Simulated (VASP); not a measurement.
Set up this calculation in VASP 6.6.1, as the native input.

| Quantity | Value |
| --- | --- |
| Task | single point |
| Functional | PBE |
| Potentials or basis | VASP PAW PBE potentials, release 64 (Nb_sv) |
| Cutoff | 520 eV |
| k mesh | 6 × 6 × 6 |
| Occupations | gaussian, width 0.1 eV |
| Spin | no spin polarisation |
| Dipole correction | no |
| Further INCAR settings | ALGO = Fast; EDIFF = 1e-06; NBANDS = 12 |

The structure of Nb lies in POSCAR:

```
Nb
1.0
    2.5805153700      0.0000000000      0.0000000000
    0.0000000000      2.5805153700      0.0000000000
    0.0000000000      0.0000000000      3.2256577800
Nb
1
Direct
    0.5000000000      0.5000000000      0.5000000000
```

The cell was built from a structure type or drawn by symmetry, and may not be a known phase.

These files were run (other wordings do the same):

INCAR

```
PREC = Accurate ; ENCUT = 520
EDIFF = 1E-6 ; ISMEAR = 0
SIGMA = 0.1 ; LREAL = False
LASPH = True ; NELM = 60
ALGO = Fast ; ISIF = 2
LWAVE = False ; LCHARG = False
GGA = PE ; NBANDS = 12
```

KPOINTS

```
Automatic mesh
0
Gamma
  6 6 6
```

Potentials or basis: VASP PAW PBE potentials, release 64 (Nb_sv).

Command:

```sh
$ cat potpaw_PBE.64/Nb_sv/POTCAR > POTCAR
$ mpirun -np 1 vasp_std > vasp.out
```

Results of the run:

The pressure is 0.8 GPa. The band gap on the k mesh is zero (an odd number of electrons rules out a gap without spin polarisation).

Caveat: the k points lie up to 0.41 Å⁻¹ apart, too coarse for converged energies and pressures of a metal.

Wall time 27 s on 1 thread of Intel Xeon 8259CL (shared host), peak memory 0.13 GiB.
